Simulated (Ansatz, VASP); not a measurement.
## HfO2: VASP beside Ansatz

```xyz
3
Lattice="0.0000 2.5403 2.5403 2.5403 0.0000 2.5403 2.5403 2.5403 0.0000" Properties=species:S:1:pos:R:3 pbc="T T T"
Hf    0.0000    0.0000    0.0000
O     3.8105    3.8105    3.8105
O     1.2702    1.2702    1.2702
```

Alike in both runs: task single point; functional PBEsol; k mesh 9 × 9 × 9; occupations fermi-dirac, width 0.05 eV; non-collinear spin, spin-orbit coupling.

|  | VASP | Ansatz |
| --- | --- | --- |
| version | VASP 6.6.1 | Ansatz 0.2.0 |
| potentials or method | VASP PAW PBE potentials, release 64 (Hf_pv, O) | Ansatz PAW |
| plane-wave cutoff (eV) | 520 | 420 |
| valence electrons in the cell | 22 | 38 |

```csv
,VASP,Ansatz,Ansatz less VASP
pressure (GPa),-8.9,-5.7,+3.17
net moment per atom (μB),0.00,0.00,0.000
```

VASP's potentials were made for PBE, not for PBEsol. VASP's potentials hold 22 valence electrons a cell and Ansatz's 38, so a difference there can come from the potentials and not from the codes.

Noted on Ansatz's run: odd divisions of the mesh miss points on the zone boundary, where band edges often lie, so the gap on the mesh can be too wide.
